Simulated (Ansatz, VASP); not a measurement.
## Two plane-wave programs on BN

```
B N
1.0
     4.29000    0.00000    0.00000
     0.00000    4.29000    0.00000
     0.00000    0.00000    2.70210
B N
4 4
Direct
  0.17428 0.82572 0.50000
  0.32572 0.32572 0.00000
  0.67428 0.67428 0.00000
  0.82572 0.17428 0.50000
  0.81261 0.81261 0.50000
  0.31261 0.68739 0.00000
  0.68739 0.31261 0.00000
  0.18739 0.18739 0.50000
```

Alike in both runs: task single point; functional PBE; k mesh 6 × 6 × 10; occupations gaussian, width 0.05 eV; no spin polarisation.

|  | VASP | Ansatz |
| --- | --- | --- |
| version | VASP 6.6.1 | Ansatz 0.2.0 |
| potentials or method | VASP PAW PBE potentials, release 64 (B, N), cutoff 520 eV | scalar-relativistic, plane waves, PAW |
| valence electrons in the cell | 32 | 32 |

|  | VASP | Ansatz | Ansatz less VASP |
| --- | --- | --- | --- |
| gap on the k mesh at the Fermi level (eV) | 4.69 | 4.71 | +0.013 |
| least direct gap on the mesh (eV) | 4.82 | 4.83 | +0.005 |
| pressure (GPa) | 1.4 | 1.0 | -0.39 |
| traceless stress, the component that is largest in VASP (GPa) | -46.35 | -46.04 | +0.308 |
| rms of the force components (eV/Å) | 0.411 | 0.395 | -0.0153 |

Atom by atom the forces differ by 0.017 eV/Å (rms over components).
